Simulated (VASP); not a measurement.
# MgO in VASP: a series of runs

Runs on MgO. Level: PBE. Tasks: single point.

All numbers are computed with VASP 6.6.1; they aren't measurements. Logs are shortened: lines on timing, memory, paths and dates and some standing lists are left out, and cuts for length are marked.

### 1 The cell of the first run

The structure is hexagonal, space group P6_3/mmc (No. 194). Conventional cell: a = 3.486 Å, b = 3.486 Å, c = 4.178 Å, α = 90.00°, β = 90.00°, γ = 120.00°. Mg (site symmetry -6m2) has 5 O at 2.01 to 2.09 Å within 2.7 Å. Within 2.7 Å of O (site symmetry -6m2) lie 5 Mg at 2.01 to 2.09 Å.

### 2 Single point, PBE

INCAR reads:

```
SYSTEM = MgO
  PREC = Accurate
  ENCUT = 520
  EDIFF = 1E-6
  ISMEAR = 0
  SIGMA = 0.1
  LREAL = Auto
  LASPH = .True.
  NELM = 60
  ALGO = Normal
  ISIF = 2
  LWAVE = .False.
  LCHARG = .True.
  GGA = PE
  LELF = .True.
  LVHAR = .True.
  NBANDS = 46
  ISYM = 0
```

KPOINTS reads:

```
Automatic mesh
0
Gamma
  2 2 2
  0.5 0.5 0.5
```

POSCAR reads:

```
MgO
1.0
    3.4863778627      0.0000000000     -4.1780412200
    3.4863778627      0.0000000000      4.1780412200
    0.0000000001     -6.0385835926      0.0000000000
Mg O
8 8
Direct
    0.1250000000      0.8750000000      0.3333333333
    0.8750000000      0.6250000000      0.8333333333
    0.6250000000      0.3750000000      0.3333333333
    0.3750000000      0.1250000000      0.8333333333
    0.1250000000      0.3750000000      0.1666666667
    0.8750000000      0.1250000000      0.6666666667
    0.6250000000      0.8750000000      0.1666666667
    0.3750000000      0.6250000000      0.6666666667
    0.3750000000      0.6250000000      0.3333333333
    0.1250000000      0.3750000000      0.8333333333
    0.8750000000      0.1250000000      0.3333333333
    0.6250000000      0.8750000000      0.8333333333
    0.8750000000      0.6250000000      0.1666666667
    0.6250000000      0.3750000000      0.6666666667
    0.3750000000      0.1250000000      0.1666666667
    0.1250000000      0.8750000000      0.6666666667
```

Potentials or basis: VASP PAW PBE potentials, release 64 (Mg, O).

The run is started by

```sh
$ cat potpaw_PBE.64/Mg/POTCAR potpaw_PBE.64/O/POTCAR > POTCAR
$ mpirun -np 1 vasp_std > vasp.out
```

OUTCAR:

```text
SYSTEM = MgO
   PREC = Accurate
   ENCUT = 520
   EDIFF = 1E-6
   ISMEAR = 0
   LREAL = Auto
   LASPH = .True.
   NELM = 60
   ISIF = 2
   GGA = PE
   ISYM = 0

 ion  position               nearest neighbor table
   1  0.125  0.875  0.333-  15 2.01  13 2.01  16 2.01  11 2.09   9 2.09   7 2.90   5 2.90   5 2.90
                             7 2.90   8 2.90   6 2.90   2 3.49   4 3.49   3 3.49   3 3.49   4 3.49
   2  0.875  0.625  0.833-  16 2.01  14 2.01  13 2.01  12 2.09  10 2.09   8 2.90   6 2.90   6 2.90
                             8 2.90   5 2.90   7 2.90   3 3.49   1 3.49   4 3.49   4 3.49   3 3.49
   3  0.625  0.375  0.333-  13 2.01  15 2.01  14 2.01  11 2.09   9 2.09   7 2.90   5 2.90   7 2.90
                             5 2.90   8 2.90   6 2.90   4 3.49   2 3.49   1 3.49   1 3.49   4 3.49
   4  0.375  0.125  0.833-  14 2.01  16 2.01  15 2.01  12 2.09  10 2.09   8 2.90   6 2.90   8 2.90
                             6 2.90   5 2.90   7 2.90   1 3.49   3 3.49   2 3.49   2 3.49   3 3.49
   5  0.125  0.375  0.167-  11 2.01   9 2.01  10 2.01  13 2.09  15 2.09   1 2.90   3 2.90   3 2.90
                             1 2.90   4 2.90   2 2.90   6 3.49   8 3.49   7 3.49   7 3.49   8 3.49
   6  0.875  0.125  0.667-  12 2.01  10 2.01  11 2.01  14 2.09  16 2.09   2 2.90   4 2.90   4 2.90
                             2 2.90   1 2.90   3 2.90   7 3.49   5 3.49   8 3.49   8 3.49   7 3.49
   7  0.625  0.875  0.167-   9 2.01  11 2.01  12 2.01  13 2.09  15 2.09   3 2.90   1 2.90   3 2.90
                             1 2.90   4 2.90   2 2.90   8 3.49   6 3.49   5 3.49   5 3.49   8 3.49
   8  0.375  0.625  0.667-  10 2.01  12 2.01   9 2.01  14 2.09  16 2.09   4 2.90   2 2.90   4 2.90
                             2 2.90   1 2.90   3 2.90   5 3.49   7 3.49   6 3.49   6 3.49   7 3.49
   9  0.375  0.625  0.333-   7 2.01   5 2.01   8 2.01   3 2.09   1 2.09
  10  0.125  0.375  0.833-   8 2.01   6 2.01   5 2.01   4 2.09   2 2.09
  11  0.875  0.125  0.333-   5 2.01   7 2.01   6 2.01   3 2.09   1 2.09
  12  0.625  0.875  0.833-   6 2.01   8 2.01   7 2.01   4 2.09   2 2.09
  13  0.875  0.625  0.167-   3 2.01   1 2.01   2 2.01   5 2.09   7 2.09
  14  0.625  0.375  0.667-   4 2.01   2 2.01   3 2.01   6 2.09   8 2.09
  15  0.375  0.125  0.167-   1 2.01   3 2.01   4 2.01   5 2.09   7 2.09
  16  0.125  0.875  0.667-   2 2.01   4 2.01   1 2.01   6 2.09   8 2.09

IMPORTANT INFORMATION: All symmetrisations will be switched off!
NOSYMM: (Re-)initialisation of all symmetry stuff for point group C_1.

----------------------------------------------------------------------------------------

                                     Primitive cell

  volume of cell :     175.9188

  direct lattice vectors                    reciprocal lattice vectors
     3.486377863  0.000000000 -4.178041220     0.143415321  0.000000000 -0.119673305
     3.486377863  0.000000000  4.178041220     0.143415321  0.000000000  0.119673305
     0.000000000 -6.038583593  0.000000000     0.000000000 -0.165601748  0.000000000

  length of vectors
     5.441586077  5.441586077  6.038583593     0.186787725  0.186787725  0.165601748

  position of ions in fractional coordinates (direct lattice)
     0.125000000  0.875000000  0.333333333
     0.875000000  0.625000000  0.833333333
[... 104 lines left out ...]
     AMIX_MAG =   1.60;   BMIX_MAG =  1.00
  volume/ion in A,a.u.               =      10.99        74.20
  Fermi-wavevector in a.u.,A,eV,Ry     =   1.168685  2.208494 18.583167  1.365824
  Thomas-Fermi vector in A             =   2.305168
   LORBIT       =      0    0 simple, 1 ext, 2 COOP (PROOUT), +10 PAW based schemes
   GGA     = PE    functional components
   LHFCALC =     F    Hartree Fock is set to
   AEXX    =    0.0000 exact exchange contribution
   IVDW    =     0    specifies the selected vdW correction
   LEPSILON=     F    determine dielectric tensor
   LRPA    =     F    only Hartree local field effects (RPA)
 non-spin polarized calculation
 Gauss-broadening in eV      SIGMA  =   0.10
  energy-cutoff  :      520.00
  volume of cell :      175.92
 maximum number of plane-waves:      4743
   NGX = 21   NGY = 21   NGZ = 23

 number of electron      63.9999927 magnetization

 Free energy of the ion-electron system (eV)
  ---------------------------------------------------
  ext. energy  EPLUGINS =         0.00000000
  ---------------------------------------------------
  free energy    TOTEN  =       -94.63940407 eV

  energy without entropy =      -94.63940407  energy(sigma->0) =      -94.63940407

 E-fermi :   1.9972     XC(G=0): -10.0744

 val. band max:        1.5267811111   @ k =  -0.2500  -0.2500   0.2500
 cond. band min:       6.9123683219   @ k =   0.2500  -0.2500   0.2500
 fundamental gap:      5.3855872108
 Fermi energy:         1.9971986118

 k-point     1 :       0.2500    0.2500    0.2500
  band No.  band energies     occupation
      1     -14.6502      2.00000
      2     -14.2467      2.00000
      3     -14.0955      2.00000
      4     -14.0955      2.00000
      5     -13.9503      2.00000
      6     -13.9503      2.00000
[... 177 lines left out ...]
     43      12.7607      0.00000
     44      13.9025      0.00000
 [bands above 44 left out]

------------------------ aborting loop because EDIFF is reached ----------------------------------------

  FORCE on cell =-STRESS in cart. coord.  units (eV):
  Direction    XX          YY          ZZ          XY          YZ          ZX
  --------------------------------------------------------------------------------------
  -------------------------------------------------------------------------------------
  Total        4.1765206      4.2129434      5.1846094      0.0000016     -0.0000074     -0.0000125
  in kB       38.0375865     38.3693068     47.2187378      0.0000145     -0.0000672     -0.0001134
  external PRESSURE =      41.2085437 kB  Pullay stress =       0.0000000 kB

 VOLUME and BASIS-vectors are now :
 -----------------------------------------------------------------------------
  energy-cutoff  :      520.00
  volume of cell :      175.92
      direct lattice vectors                 reciprocal lattice vectors
     3.486377863  0.000000000 -4.178041220     0.143415321  0.000000000 -0.119673305
     3.486377863  0.000000000  4.178041220     0.143415321  0.000000000  0.119673305
     0.000000000 -6.038583593  0.000000000     0.000000000 -0.165601748  0.000000000

 POSITION                                       TOTAL-FORCE (eV/Angst)
 -----------------------------------------------------------------------------------
      3.48638     -2.01286      3.13353         0.000010      0.000101     -0.000002
      5.22957     -5.03215     -1.04451         0.000017      0.000124      0.000006
      3.48638     -2.01286     -1.04451        -0.000011      0.000129      0.000001
      1.74319     -5.03215     -1.04451        -0.000018      0.000108     -0.000007
      1.74319     -1.00643      1.04451         0.000002     -0.000122     -0.000007
      3.48638     -4.02572     -3.13353        -0.000013     -0.000114     -0.000009
[... 8 lines left out ...]
      1.74319     -1.00643     -1.04451        -0.000008     -0.005287     -0.000015
      3.48638     -4.02572      3.13353         0.000009     -0.005269      0.000003
 -----------------------------------------------------------------------------------
    total drift:                                0.000007     -0.000022      0.000004

  FREE ENERGIE OF THE ION-ELECTRON SYSTEM (eV)
  ---------------------------------------------------
  free  energy   TOTEN  =       -94.6394040740 eV

  energy  without entropy=      -94.6394040740  energy(sigma->0) =      -94.63940407
```

OSZICAR:

```text
N       E                     dE             d eps       ncg     rms          rms(c)
DAV:   1     0.356582768168E+03    0.35658E+03   -0.30745E+04   368   0.125E+03
DAV:   2    -0.801040427946E+02   -0.43669E+03   -0.41739E+03   480   0.275E+02
DAV:   3    -0.110414181841E+03   -0.30310E+02   -0.30156E+02   448   0.760E+01
DAV:   4    -0.110680306176E+03   -0.26612E+00   -0.26588E+00   440   0.803E+00
DAV:   5    -0.110682621677E+03   -0.23155E-02   -0.23150E-02   434   0.737E-01    0.224E+01
DAV:   6    -0.948583034218E+02    0.15824E+02   -0.65130E+01   428   0.347E+01    0.713E+00
DAV:   7    -0.947038398671E+02    0.15446E+00   -0.10165E+00   404   0.488E+00    0.429E+00
DAV:   8    -0.946443495122E+02    0.59490E-01   -0.36146E-01   418   0.430E+00    0.862E-01
DAV:   9    -0.946371451671E+02    0.72043E-02   -0.77757E-02   448   0.127E+00    0.274E-01
DAV:  10    -0.946393299663E+02   -0.21848E-02   -0.44407E-03   410   0.352E-01    0.697E-02
DAV:  11    -0.946393930746E+02   -0.63108E-04   -0.23413E-04   432   0.789E-02    0.238E-02
DAV:  12    -0.946394033091E+02   -0.10234E-04   -0.12249E-05   432   0.166E-02    0.178E-02
DAV:  13    -0.946394049582E+02   -0.16491E-05   -0.45169E-05   416   0.330E-02    0.760E-03
DAV:  14    -0.946394039457E+02    0.10125E-05   -0.62736E-06   384   0.137E-02    0.140E-03
DAV:  15    -0.946394040740E+02   -0.12825E-06   -0.73353E-07   256   0.428E-03
   1 F= -.94639404E+02 E0= -.94639404E+02  d E =-.973693E-11
```

stdout:

```text
POSCAR found type information on POSCAR MgO
 POSCAR found :  2 types and      16 ions
 scaLAPACK will be used
 LDA part: xc-table for (Slater+PW92), standard interpolation
 POSCAR, INCAR and KPOINTS ok, starting setup
 FFT: planning ... GRIDC
 FFT: planning ... GRID_SOFT
 FFT: planning ... GRID
 WAVECAR not read
 entering main loop
```

Wall time 77 s (1 thread of Intel Xeon 8259CL, shared host); peak memory 0.25 GiB.

Results:

* Free energy: -94.6394 eV
* Pressure: 4.1 GPa
* Largest force: 0.005 eV/Å
* Band gap on the k mesh: 5.39 eV

Forces in eV/Å, atoms in the order of the input:
```
Mg   0.000  0.000  0.000
Mg   0.000  0.000  0.000
Mg   0.000  0.000  0.000
Mg   0.000  0.000  0.000
Mg   0.000  0.000  0.000
Mg   0.000  0.000  0.000
Mg   0.000  0.000  0.000
Mg   0.000  0.000  0.000
O    0.000  0.005  0.000
O    0.000  0.005  0.000
O    0.000  0.005  0.000
O    0.000  0.005  0.000
O    0.000 -0.005  0.000
O    0.000 -0.005  0.000
O    0.000 -0.005  0.000
O    0.000 -0.005  0.000
```

Caveat: the k points lie up to 0.59 Å⁻¹ apart; a shifted mesh leaves out Γ, where band edges can lie.

### 3 Single point, PBE

INCAR reads:

```
SYSTEM = MgO
  PREC = Accurate
  ENCUT = 520
  EDIFF = 1E-6
  ISMEAR = -1
  SIGMA = 0.02
  LREAL = Auto
  LASPH = .TRUE.
  NELM = 80
  ALGO = Normal
  ISIF = 2
  LWAVE = .FALSE.
  LCHARG = .FALSE.
  GGA = PE
  NBANDS = 46
```

KPOINTS is that of step 2.

POSCAR reads:

```
MgO
1.0
    3.4863778627      0.0000000000     -4.1780412200
    3.4863778627      0.0000000000      4.1780412200
    0.0000000001     -6.0385835926      0.0000000000
Mg O
8 8
Direct
    0.1275055620      0.8744182505      0.3364578744
    0.8711154706      0.6277779958      0.8335524255
    0.6157349192      0.3791403171      0.3383659378
    0.3759117078      0.1253483589      0.8438146002
    0.1222748999      0.3767180574      0.1748080463
    0.8613749530      0.1163638734      0.6578478113
    0.6239603408      0.8735861690      0.1761050392
    0.3841581568      0.6296966630      0.6757111063
    0.3679044916      0.6259522090      0.3389011626
    0.1357872345      0.3797443776      0.8503735886
    0.8663852635      0.1240816727      0.3334853230
    0.6321998557      0.8858972091      0.8329242980
    0.8663700611      0.6236201822      0.1719858613
    0.6268082967      0.3851981864      0.6658433950
    0.3668141771      0.1144033117      0.1657285992
    0.1267203099      0.8873255392      0.6735069471
```

Potentials or basis: VASP PAW PBE potentials, release 64 (Mg, O).

The run is started by

```sh
$ cat potpaw_PBE.64/Mg/POTCAR potpaw_PBE.64/O/POTCAR > POTCAR
$ mpirun -np 1 vasp_std > vasp.out
```

It took 67 s on 1 thread of Intel Xeon 8259CL, shared host; peak memory 0.25 GiB.

Results (log left out):

* Free energy: -94.3252 eV
* Pressure: 4.8 GPa
* Largest force: 1.553 eV/Å
* Band gap on the k mesh: 5.21 eV

Forces in eV/Å, atoms in the order of the input:
```
Mg  -0.380 -0.163  0.268
Mg   0.521 -0.386 -0.568
Mg  -0.176  0.387 -0.346
Mg   0.140  0.490  0.424
Mg  -0.359  0.164  0.103
Mg   1.417 -0.628 -0.086
Mg  -0.035  0.550  0.087
Mg  -0.553  0.002  0.539
O    0.036 -0.180 -0.258
O   -0.197  0.893  0.560
O    0.219 -0.071 -0.094
O   -0.704 -0.480 -0.006
O    0.145  0.034  0.011
O   -0.304 -0.232 -0.347
O    0.627 -0.748  0.101
O   -0.400  0.368 -0.390
```

Stress tensor (GPa, compression positive):
```
 4.17  0.69  0.01
 0.69  5.22 -0.01
 0.01 -0.01  4.97
```

Levels at points of the mesh, in eV from the valence-band top:
```tsv
k point	band 30	band 31	band 32	band 33	band 34	band 35
(0.25, 0.25, 0.25)	-0.22	-0.10	0.00	5.72	7.17	7.25
```

Caveat: the k points lie up to 0.59 Å⁻¹ apart; the atoms stand as in a frame of molecular dynamics; a shifted mesh leaves out Γ, where band edges can lie; forces of over 1 eV/Å act on the atoms, so gaps and moduli don't describe the material at rest. A k mesh can miss the band edges.
